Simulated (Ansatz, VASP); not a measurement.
# One calculation of Y, two programs

```
CELL_PARAMETERS angstrom
0.00000 2.48500 2.11225
2.48500 0.00000 2.11225
2.48500 2.48500 0.00000
ATOMIC_POSITIONS crystal
Y 0.00000 0.00000 0.00000
```

Change from the starting cell: strain -0.1500 x Voigt [0, 0, 1, 0, 0, 0], atoms carried along.

Alike in both runs: task single point; functional r2SCAN; k mesh 16 × 16 × 16; occupations gaussian, width 0.15 eV; no spin polarisation.

```csv
,VASP,Ansatz
version,VASP 6.6.1,Ansatz 0.2.0
potentials or method,"VASP PAW PBE potentials, release 64 (Y_sv), cutoff 520 eV","scalar-relativistic, plane waves, PAW"
valence electrons in the cell,11,11
```

Ansatz gave:

```
gap on the k mesh at the Fermi level (eV)                     : none
pressure (GPa)                                                : 13.2
traceless stress, the component that is largest in VASP (GPa) : 2.07
```

Q: Which values does VASP return?

A: gap on the k mesh at the Fermi level (eV): none; pressure (GPa): 13.3; traceless stress, the component that is largest in VASP (GPa): 2.05.

VASP's potentials were made for PBE, not for r2SCAN. A gap of «none» marks a metal or a gap that the smearing closes. The functional is the same, so the differences come from potentials, cutoffs and numerics.
